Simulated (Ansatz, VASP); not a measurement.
InSb3: VASP beside Ansatz

```
Sb In
1.0
     4.80637    0.00000    0.00000
     0.00000    4.80637    0.00000
     0.00000    0.00000    4.80637
Sb In
3 1
Cartesian
  2.4032 2.4032 0.0000
  0.0000 2.4032 2.4032
  2.4032 0.0000 2.4032
  0.0000 0.0000 0.0000
```

Alike in both runs: functional PBE; k mesh 6 × 6 × 6; occupations fermi-dirac, width 0.05 eV; no spin polarisation.

|  | VASP | Ansatz |
| --- | --- | --- |
| version | VASP 6.6.1 | Ansatz 0.2.0 |
| potentials or method | VASP PAW PBE potentials, release 64 (Sb, In_d), cutoff 520 eV | all-electron LAPW, scalar-relativistic |
| task | single point | band structure |

```csv
,VASP,Ansatz,Ansatz less VASP
gap on the k mesh at the Fermi level (eV),none,none,-
pressure (GPa),0.1,0.2,+0.11
```

A gap of «none» marks a metal or a gap that the smearing closes. Ansatz ran all-electron here, and VASP with PAW potentials.

Neither program's run includes spin-orbit coupling.
